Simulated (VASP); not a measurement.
**Co: single point with BLYP**

Co:

```
Co
1.0
     0.00000    2.46764    2.46764
     2.46764    0.00000    2.46764
     2.46764    2.46764    0.00000
Co
2
Cartesian
  0.6169 0.6169 0.6169
  4.3184 4.3184 4.3184
```

This cell differs from its parent crystal: volume scaled by 0.96.

- Program: VASP 6.6.1
- Task: single point
- Functional: BLYP
- Potentials or basis: VASP PAW PBE potentials, release 64 (Co)
- Cutoff: 520 eV
- k mesh: 12 × 12 × 12
- Occupations: fermi-dirac, width 0.1 eV
- Spin: no spin polarisation
- Dipole correction: no
- Further INCAR settings: ALGO = Normal; EDIFF = 1e-06; NBANDS = 16

| Property | Result |
| --- | --- |
| Pressure | 4.5 GPa |
| Band gap on the k mesh | zero (band 9 reaches 7.14 eV, above the bottom of band 10 at 6.41 eV) |

Levels at points of the mesh, in eV from the Fermi level:
```csv
k point,band 5,band 6,band 7,band 8,band 9,band 10,band 11,band 12,band 13,band 14
"(0.00, 0.00, 0.00)",-2.81,-2.81,-1.03,-1.03,-1.03,0.28,0.28,13.28,13.28,13.28
"(0.50, 0.00, 0.00)",-2.82,-2.82,-1.29,-0.58,-0.58,0.08,0.08,1.46,9.68,9.68
"(0.50, 0.50, 0.00)",-1.96,-1.96,-1.32,-1.32,0.25,0.25,1.90,1.90,4.97,4.97
```

Run time: 38 s on 1 thread of Intel Xeon 6975P-C (shared host), peak memory 0.17 GiB.

Caveat: the PAW data sets were made with another functional, which shifts forces and pressure a little; the run has no spin polarisation, though such a crystal can be magnetic. Spin polarisation is off, so any magnetic state and its effect on volume and gap are missing.
